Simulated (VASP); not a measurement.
# Ge8HS8 (a cell with a defect) in VASP: notebook

Runs on Ge8HS8 (a cell with a defect). Level: PBE. Tasks: single point.

All numbers are computed with VASP 6.6.1; they aren't measurements. Logs are shortened: lines on timing, memory, paths and dates and some standing lists are left out, and cuts for length are marked.

## 1. The cell of the first run

The cell holds a defect, 17 atoms: a = 5.771 Å, b = 5.771 Å, c = 10.785 Å, α = 90.00°, β = 90.00°, γ = 101.16°.

## 2. Single point, PBE

The input, INCAR:

```
SYSTEM = Ge8HS8
PREC     = Accurate       ! precision mode
ENCUT    = 520            ! plane-wave cutoff, eV
EDIFF    = 1E-7           ! SCF threshold, eV
ISMEAR   = 0              ! smearing method
SIGMA    = 0.02           ! smearing width, eV
LREAL    = Auto         
LASPH    = .TRUE.         ! aspherical terms in the spheres
NELM     = 80             ! most SCF steps
ALGO     = Normal         ! electronic algorithm
ISIF     = 2              ! what is computed and relaxed
LWAVE    = .FALSE.        ! write WAVECAR
LCHARG   = .TRUE.         ! write CHGCAR
GGA      = PE             ! functional
LELF     = .TRUE.         ! ELF
LVHAR    = .TRUE.       
NBANDS   = 94             ! bands
```

The input, KPOINTS:

```
Automatic mesh
0
Gamma
  3 3 2
  0 0 0.5
```

The input, POSCAR:

```
Ge8HS8
1.0
    0.0000000000     -3.6648200634     -4.4582437440
    0.0000000000     -3.6648200634      4.4582437440
  -10.7854111416      0.0000000000      0.0000000000
Ge S H
8 8 1
Direct
    0.1871900012      0.5601462807      0.1357025690
    0.6865172042      0.0591677006      0.1272795243
    0.8523030948      0.4637325950      0.8749992815
    0.2907827352      0.9130250708      0.8741898548
    0.6874189383      0.5575128513      0.3762505617
    0.1898798556      0.0586057410      0.3763792540
    0.3098012378      0.4376302738      0.6122025311
    0.8029153369      0.9452509821      0.6294070676
    0.1217594009      0.6250057752      0.3563882683
    0.6198179968      0.1271529192      0.3516307306
    0.8811607731      0.3793259412      0.6536899621
    0.3694378674      0.8648183640      0.6524060982
    0.1200573426      0.1265697726      0.1530515600
    0.6200900991      0.6260002739      0.1530811369
    0.8644456931      0.8862686363      0.8522354762
    0.3954829977      0.3564496900      0.8345931260
    0.2007166368      0.4878213968      0.8777721939
```

Potentials or basis: VASP PAW PBE potentials, release 64 (Ge_d, S, H).

Run with:

```sh
$ cat potpaw_PBE.64/Ge_d/POTCAR potpaw_PBE.64/S/POTCAR potpaw_PBE.64/H/POTCAR > POTCAR
$ mpirun -np 1 vasp_std > vasp.out
```

OUTCAR:

```text
SYSTEM = Ge8HS8
   PREC = Accurate
   ENCUT = 520
   EDIFF = 1E-7
   ISMEAR = 0
   LREAL = Auto
   LASPH = .TRUE.
   NELM = 80
   ISIF = 2
   GGA = PE

 ion  position               nearest neighbor table
   1  0.187  0.560  0.136-   9 2.45  14 2.46  13 2.46
   2  0.687  0.059  0.127-  14 2.47  13 2.47  10 2.49
   3  0.852  0.464  0.875-  15 2.44  11 2.45  16 2.63
   4  0.291  0.913  0.874-  15 2.45  12 2.46  16 2.55
   5  0.687  0.558  0.376-  10 2.45   9 2.47  14 2.48
   6  0.190  0.059  0.376-  10 2.45   9 2.47  13 2.49
   7  0.310  0.438  0.612-  12 2.46  11 2.47  16 2.51
   8  0.803  0.945  0.629-  15 2.46  12 2.47  11 2.47
   9  0.122  0.625  0.356-   1 2.45   6 2.47   5 2.47
  10  0.620  0.127  0.352-   6 2.45   5 2.45   2 2.49
  11  0.881  0.379  0.654-   3 2.45   8 2.47   7 2.47
  12  0.369  0.865  0.652-   4 2.46   7 2.46   8 2.47
  13  0.120  0.127  0.153-   1 2.46   2 2.47   6 2.49
  14  0.620  0.626  0.153-   1 2.46   2 2.47   5 2.48
  15  0.864  0.886  0.852-   3 2.44   4 2.45   8 2.46
  16  0.395  0.356  0.835-  17 1.54   7 2.51   4 2.55   3 2.63
  17  0.201  0.488  0.878-  16 1.54

  LATTYP: Found a base centered orthorhombic cell.
 ALAT       =     7.3296401268
 B/A-ratio  =     1.2164973087
 C/A-ratio  =     1.4714789478

  Lattice vectors:

 A1 = (   0.0000000000,  -3.6648200634,  -4.4582437440)
 A2 = (   0.0000000000,  -3.6648200634,   4.4582437440)
 A3 = ( -10.7854111416,   0.0000000000,   0.0000000000)

Analysis of symmetry for initial positions (statically):
=====================================================================
 Subroutine PRICEL returns:
 Original cell was already a primitive cell.

 Routine SETGRP: Setting up the symmetry group for a
 base centered orthorhombic supercell.

 Subroutine GETGRP returns: Found  1 space group operations
 (whereof  1 operations were pure point group operations)
 out of a pool of  8 trial point group operations.

The static configuration has the point symmetry C_1 .

Analysis of symmetry for dynamics (positions and initial velocities):
=====================================================================
 Subroutine PRICEL returns:
 Original cell was already a primitive cell.

 Routine SETGRP: Setting up the symmetry group for a
 base centered orthorhombic supercell.

 Subroutine GETGRP returns: Found  1 space group operations
 (whereof  1 operations were pure point group operations)
 out of a pool of  8 trial point group operations.

The dynamic configuration has the point symmetry C_1 .

 Subroutine INISYM returns: Found  1 space group operations
 (whereof  1 operations are pure point group operations),
 and found     1 'primitive' translations

----------------------------------------------------------------------------------------

                                     Primitive cell

  volume of cell :     352.4384

  direct lattice vectors                    reciprocal lattice vectors
     0.000000000 -3.664820063 -4.458243744     0.000000000 -0.136432346 -0.112151786
     0.000000000 -3.664820063  4.458243744     0.000000000 -0.136432346  0.112151786
   -10.785411142  0.000000000  0.000000000    -0.092717838  0.000000000  0.000000000

  length of vectors
     5.771208139  5.771208139 10.785411142     0.176612028  0.176612028  0.092717838

  position of ions in fractional coordinates (direct lattice)
     0.187190001  0.560146281  0.135702569
     0.686517204  0.059167701  0.127279524
     0.852303095  0.463732595  0.874999282
     0.290782735  0.913025071  0.874189855
     0.687418938  0.557512851  0.376250562
     0.189879856  0.058605741  0.376379254
[... 9 lines left out ...]
     0.395482998  0.356449690  0.834593126
     0.200716637  0.487821397  0.877772194

  ion indices of the primitive-cell ions
   primitive index   ion index
                 1           1
                 2           2
                 3           3
                 4           4
                 5           5
                 6           6
[... 9 lines left out ...]
                16          16
                17          17

----------------------------------------------------------------------------------------

 KPOINTS: Automatic mesh

Automatic generation of k-mesh.
 Grid dimensions read from file:
 generate k-points for:    3    3    2

 Generating k-lattice:

  Cartesian coordinates                     Fractional coordinates (reciprocal lattice)
     0.000000000 -0.045477449 -0.037383929     0.333333333  0.000000000  0.000000000
     0.000000000 -0.045477449  0.037383929     0.000000000  0.333333333  0.000000000
    -0.046358919  0.000000000  0.000000000     0.000000000  0.000000000  0.500000000

  Length of vectors
     0.058870676  0.058870676  0.046358919

  Shift w.r.t. Gamma in fractional coordinates (k-lattice)
     0.000000000  0.000000000  0.500000000

 Subroutine IBZKPT returns following result:
 ===========================================

 Found      9 irreducible k-points:

 Following reciprocal coordinates:
            Coordinates               Weight
  0.000000  0.000000  0.250000      2.000000
  0.333333 -0.000000  0.250000      2.000000
 -0.333333  0.000000  0.250000      2.000000
 -0.000000  0.333333 -0.250000      2.000000
  0.000000 -0.333333 -0.250000      2.000000
  0.333333  0.333333  0.250000      2.000000
 -0.333333 -0.333333  0.250000      2.000000
 -0.333333  0.333333  0.250000      2.000000
  0.333333 -0.333333  0.250000      2.000000
   k-points           NKPTS =      9   k-points in BZ     NKDIM =      9   number of bands    NBANDS=     94
   number of dos      NEDOS =    301   number of ions     NIONS =     17
   total plane-waves  NPLWV = 184320
   dimension x,y,z NGX =    48 NGY =   48 NGZ =   80
   dimension x,y,z NGXF=    96 NGYF=   96 NGZF=  160
   ions per type =               8   8   1
   NGX,Y,Z   is equivalent  to a cutoff of  13.83, 13.83, 12.33 a.u.
   NGXF,Y,Z  is equivalent  to a cutoff of  27.65, 27.65, 24.66 a.u.
 SYSTEM =  Ge8HS8
   PREC   = accura    normal or accurate (medium, high low for compatibility)
   ISTART =      0    job   : 0-new  1-cont  2-samecut
   ICHARG =      2    charge: 1-file 2-atom 10-const
   ISPIN  =      1    spin polarized calculation?
   LNONCOLLINEAR =      F non collinear calculations
   LSORBIT =      F    spin-orbit coupling
   LASPH  =      T    aspherical Exc in radial PAW
   ENCUT  =  520.0 eV  38.22 Ry    6.18 a.u.  10.73 10.73 20.05*2*pi/ulx,y,z
   NELM   =     80;   NELMIN=  2; NELMDL= -5     # of ELM steps
   EDIFF  = 0.1E-06   stopping-criterion for ELM
   LREAL  =      T    real-space projection
   EDIFFG = 0.1E-05   stopping-criterion for IOM
   NSW    =      0    number of steps for IOM
   IBRION =     -1    ionic relax: 0-MD 1-quasi-New 2-CG
   NFREE  =      0    steps in history (QN), initial steepest desc. (CG)
   ISIF   =      2    stress and relaxation
   ISYM   =      2    0-nonsym 1-usesym 2-fastsym
   POTIM  = 0.5000    time-step for ionic-motion
   TEBEG  =    0.0;   TEEND  =   0.0 temperature during run
   PSTRESS=    0.0 pullay stress
   NELECT =     161.0000    total number of electrons
   NUPDOWN=      -1.0000    fix difference up-down
   EMIN   =  10.00;   EMAX   =-10.00  energy-range for DOS
   EFERMI =   0.00;   METHOD = LEGACY
   ISMEAR =     0;   SIGMA  =   0.02  broadening in eV -4-tet -1-fermi 0-gaus
   EFERMI_NEDOS =   21; number of points for ismear=-14 and -15
   IALGO  =     38    algorithm
   IMIX   =      4    mixing-type and parameters
     AMIX     =   0.40;   BMIX     =  1.00
     AMIX_MAG =   1.60;   BMIX_MAG =  1.00
  volume/ion in A,a.u.               =      20.73       139.90
  Fermi-wavevector in a.u.,A,eV,Ry     =   1.260828  2.382619 21.628997  1.589686
  Thomas-Fermi vector in A             =   2.394318
   LORBIT       =      0    0 simple, 1 ext, 2 COOP (PROOUT), +10 PAW based schemes
   GGA     = PE    functional components
   LHFCALC =     F    Hartree Fock is set to
   AEXX    =    0.0000 exact exchange contribution
   IVDW    =     0    specifies the selected vdW correction
   LEPSILON=     F    determine dielectric tensor
   LRPA    =     F    only Hartree local field effects (RPA)
 non-spin polarized calculation
 Gauss-broadening in eV      SIGMA  =   0.02
  energy-cutoff  :      520.00
  volume of cell :      352.44
 maximum number of plane-waves:      9495
 NGX is ok and might be reduce to    48
   NGX = 21   NGY = 21   NGZ = 41

 number of electron     160.9999974 magnetization

 Free energy of the ion-electron system (eV)
  ---------------------------------------------------
  ext. energy  EPLUGINS =         0.00000000
  ---------------------------------------------------
  free energy    TOTEN  =       -75.36807419 eV

  energy without entropy =      -75.36608789  energy(sigma->0) =      -75.36708104

 E-fermi :   5.3942     XC(G=0):  -9.8051

 val. band max:        4.8742246484   @ k =  -0.3333   0.3333   0.2500
 cond. band min:       5.4022721067   @ k =  -0.3333   0.0000   0.2500
 fundamental gap:      0.5280474583
 Fermi energy:         5.3941715526

 k-point     1 :       0.0000    0.0000    0.2500
  band No.  band energies     occupation
      1     -20.0783      2.00000
      2     -20.0755      2.00000
      3     -20.0640      2.00000
      4     -20.0591      2.00000
      5     -20.0453      2.00000
      6     -20.0432      2.00000
[... 84 lines left out ...]
     91       8.2798      0.00000
     92       8.6777      0.00000

 k-point     2 :       0.3333   -0.0000    0.2500
  band No.  band energies     occupation
      1     -20.0771      2.00000
      2     -20.0738      2.00000
      3     -20.0647      2.00000
      4     -20.0604      2.00000
      5     -20.0442      2.00000
      6     -20.0426      2.00000
[... 654 lines left out ...]
     91       7.5238      0.00000
     92       7.6744      0.00000

 k-point     9 :       0.3333   -0.3333    0.2500
  band No.  band energies     occupation
      1     -20.0776      2.00000
      2     -20.0752      2.00000
      3     -20.0641      2.00000
      4     -20.0590      2.00000
      5     -20.0444      2.00000
      6     -20.0427      2.00000
[... 84 lines left out ...]
     91       7.4509      0.00000
     92       7.6690      0.00000
 [bands above 92 left out]

------------------------ aborting loop because EDIFF is reached ----------------------------------------

  FORCE on cell =-STRESS in cart. coord.  units (eV):
  Direction    XX          YY          ZZ          XY          YZ          ZX
  --------------------------------------------------------------------------------------
  -------------------------------------------------------------------------------------
  Total        0.2535490      0.0292888      2.1206916      0.0142007      0.9402451     -0.4013406
  in kB        1.1526286      0.1331463      9.6406191      0.0645561      4.2743344     -1.8244859
  external PRESSURE =       3.6421313 kB  Pullay stress =       0.0000000 kB

 VOLUME and BASIS-vectors are now :
 -----------------------------------------------------------------------------
  energy-cutoff  :      520.00
  volume of cell :      352.44
      direct lattice vectors                 reciprocal lattice vectors
     0.000000000 -3.664820063 -4.458243744     0.000000000 -0.136432346 -0.112151786
     0.000000000 -3.664820063  4.458243744     0.000000000 -0.136432346  0.112151786
   -10.785411142  0.000000000  0.000000000    -0.092717838  0.000000000  0.000000000

 POSITION                                       TOTAL-FORCE (eV/Angst)
 -----------------------------------------------------------------------------------
     -1.46361     -2.73885      1.66273         0.011646      0.000683      0.012201
     -1.37276     -2.73280     -2.79688         0.001069     -0.002006      0.001227
     -9.43723     -4.82303     -1.73234        -0.001777      0.000161     -0.014154
     -9.42850     -4.41174      2.77411        -0.000635     -0.005685     -0.012066
     -4.05802     -4.56245     -0.57915         0.001642     -0.003021      0.000876
     -4.05940     -0.91065     -0.58525         0.002106     -0.002574      0.002418
[... 9 lines left out ...]
     -9.00143     -2.75570     -0.17402        -0.012066     -0.002130      0.038868
     -9.46713     -2.52337      1.27998         0.001845      0.030474     -0.023525
 -----------------------------------------------------------------------------------
    total drift:                                0.005291      0.003642      0.003953

  FREE ENERGIE OF THE ION-ELECTRON SYSTEM (eV)
  ---------------------------------------------------
  free  energy   TOTEN  =       -75.3680741945 eV

  energy  without entropy=      -75.3660878901  energy(sigma->0) =      -75.36708104
```

Run time: 14 min. Hardware: 1 thread of Intel Xeon 8259CL, shared host; peak memory 0.53 GiB.

What came out:

| Quantity | Value |
| --- | --- |
| Free energy | -75.3681 eV |
| Pressure | 0.4 GPa |
| Largest force | 0.041 eV/Å |

Forces on the atoms (eV/Å):
```
Ge   0.012  0.001  0.012
Ge   0.001 -0.002  0.001
Ge  -0.002  0.000 -0.014
Ge  -0.001 -0.006 -0.012
Ge   0.002 -0.003  0.001
Ge   0.002 -0.003  0.002
Ge   0.002  0.006 -0.007
Ge   0.007 -0.003 -0.004
S   -0.011 -0.004 -0.001
S   -0.002 -0.006 -0.005
S    0.000  0.006  0.004
S    0.000 -0.004  0.008
S   -0.003  0.003 -0.004
S    0.002 -0.008 -0.007
S    0.001 -0.006  0.011
S   -0.012 -0.002  0.039
H    0.002  0.030 -0.024
```

Caveat: the k points lie up to 0.37 Å⁻¹ apart.

## 3. Single point, PBE

The input, INCAR:

```
SYSTEM = Ge8HS8
PREC = Accurate
ENCUT = 520
EDIFF = 1E-6
ISMEAR = 0
SIGMA = 0.02
LREAL = Auto
LASPH = .TRUE.
NELM = 60
ALGO = Normal
ISIF = 2
LWAVE = .FALSE.
LCHARG = .FALSE.
GGA = PE
NBANDS = 94
```

KPOINTS is that of step 2.

The input, POSCAR:

```
Ge8HS8
1.0
    0.0000000000     -3.6648200634     -4.4582437440
    0.0000000000     -3.6648200634      4.4582437440
  -10.7854111416      0.0000000000      0.0000000000
Ge S H
8 8 1
Direct
    0.1889388559      0.5598073178      0.1347979211
    0.6883360499      0.0577543318      0.1268255778
    0.8421708690      0.4568639861      0.8733639243
    0.2979851177      0.9223320937      0.8732998563
    0.6888320181      0.5568657027      0.3757568392
    0.1913155271      0.0574966885      0.3762295147
    0.3081085268      0.4352733999      0.6152595309
    0.8024388994      0.9429330123      0.6282862944
    0.1229536769      0.6243001999      0.3556139817
    0.6212243901      0.1263301836      0.3508232510
    0.8763514413      0.3765840154      0.6530627259
    0.3701711894      0.8637783420      0.6516292154
    0.1210532591      0.1260415462      0.1530334800
    0.6219658720      0.6248143030      0.1527898175
    0.8684451985      0.8814543571      0.8509670034
    0.3876898732      0.3587334035      0.8385181502
    0.1639265117      0.4652514452      0.8810022052
```

Potentials or basis: VASP PAW PBE potentials, release 64 (Ge_d, S, H).

Run with:

```sh
$ cat potpaw_PBE.64/Ge_d/POTCAR potpaw_PBE.64/S/POTCAR potpaw_PBE.64/H/POTCAR > POTCAR
$ mpirun -np 1 vasp_std > vasp.out
```

Wall time 13 min (1 thread of Intel Xeon 8259CL, shared host); peak memory 0.53 GiB.

It converged, with:

```
Free energy   : -75.3749 eV
Pressure      : 0.4 GPa
Largest force : 0.031 eV/Å
```

Forces in eV/Å, atoms in the order of the input:
```
Ge   0.005 -0.002  0.008
Ge  -0.001 -0.003  0.001
Ge   0.007  0.004 -0.009
Ge  -0.001 -0.001 -0.011
Ge   0.002 -0.004  0.002
Ge   0.002 -0.003  0.003
Ge  -0.006  0.005 -0.007
Ge   0.003 -0.001 -0.005
S   -0.004 -0.004 -0.003
S    0.001 -0.003 -0.005
S   -0.004  0.004  0.004
S    0.002 -0.002  0.008
S   -0.003  0.000 -0.005
S    0.001 -0.006 -0.007
S    0.001 -0.001  0.005
S   -0.008 -0.001  0.030
H    0.002  0.016 -0.009
```

Stress tensor (GPa, compression positive):
```
 0.03  0.05 -0.16
 0.05  0.10  0.70
-0.16  0.70  1.00
```

Levels at points of the mesh, in eV from the Fermi level:
| k point | band 78 | band 79 | band 80 | band 81 | band 82 | band 83 |
| --- | --- | --- | --- | --- | --- | --- |
| (0.00, 0.00, 0.25) | -2.13 | -1.59 | -1.01 | 0.79 | 1.07 | 1.76 |

Caveat: the k points lie up to 0.37 Å⁻¹ apart.

## 4. Single point, PBE

The input, INCAR:

```
PREC     = Accurate       # precision mode
ENCUT    = 520            # plane-wave cutoff, eV
EDIFF    = 1E-7           # SCF threshold, eV
ISMEAR   = 0              # smearing method
SIGMA    = 0.02           # smearing width, eV
LREAL    = Auto         
LASPH    = True           # aspherical terms in the spheres
NELM     = 100            # most SCF steps
ALGO     = Normal         # electronic algorithm
ISIF     = 2              # what is computed and relaxed
LWAVE    = False          # write WAVECAR
LCHARG   = True           # write CHGCAR
GGA      = PE             # functional
LELF     = True           # ELF
LVHAR    = True         
NBANDS   = 94             # bands
```

KPOINTS is that of step 3.

The input, POSCAR:

```
Ge8HS8
1.0
    0.0000000000     -3.6648200634     -4.4582437440
    0.0000000000     -3.6648200634      4.4582437440
  -10.7854111416      0.0000000000      0.0000000000
Ge S H
8 8 1
Direct
    0.1930348926      0.5604757716      0.1338743587
    0.6924947854      0.0574148834      0.1259405861
    0.8264927452      0.4485261968      0.8703191632
    0.3001382788      0.9253068788      0.8731312953
    0.6925631895      0.5571726558      0.3747970241
    0.1949680589      0.0573829390      0.3759347647
    0.3060051968      0.4332398283      0.6189885497
    0.8003690919      0.9404574397      0.6271855483
    0.1266558285      0.6244285228      0.3547814682
    0.6244600327      0.1265045310      0.3497486513
    0.8707565434      0.3739149333      0.6517837760
    0.3692805839      0.8634702529      0.6513672875
    0.1239883209      0.1263688547      0.1529542989
    0.6261108549      0.6249844024      0.1520606844
    0.8691872541      0.8754282767      0.8497470221
    0.3764622606      0.3595695099      0.8424204586
    0.1310694707      0.4440990133      0.8862242593
```

Run with:

```sh
$ cat potpaw_PBE.64/Ge_d/POTCAR potpaw_PBE.64/S/POTCAR potpaw_PBE.64/H/POTCAR > POTCAR
$ mpirun -np 1 vasp_std > vasp.out
```

It took 16 min on 1 thread of Intel Xeon 8259CL, shared host; peak memory 0.54 GiB.

It converged, with:

| Item | Value |
| --- | --- |
| Free energy | -75.3774 eV |
| Pressure | 0.4 GPa |
| Largest force | 0.026 eV/Å |

Forces on the atoms (eV/Å):
```
Ge   0.002  0.002  0.003
Ge  -0.008  0.003  0.007
Ge   0.002 -0.014  0.005
Ge   0.000  0.000  0.001
Ge  -0.007 -0.003  0.009
Ge  -0.004  0.004  0.013
Ge   0.002 -0.002 -0.005
Ge   0.006  0.004 -0.009
S    0.001 -0.002 -0.001
S    0.006 -0.001 -0.008
S   -0.007 -0.004  0.003
S    0.004  0.002 -0.001
S    0.003 -0.005 -0.012
S    0.006  0.001 -0.005
S   -0.004  0.012 -0.009
S   -0.009  0.004  0.024
H    0.009 -0.001 -0.015
```

Stress tensor (GPa, compression positive):
```
 0.01  0.10 -0.13
 0.10  0.24  0.92
-0.13  0.92  1.06
```

Levels at points of the mesh, in eV from the Fermi level:
```tsv
k point	band 78	band 79	band 80	band 81	band 82	band 83
(0.00, 0.00, 0.25)	-1.98	-1.47	-0.90	0.95	1.37	1.89
```

Caveat: the k points lie up to 0.37 Å⁻¹ apart.
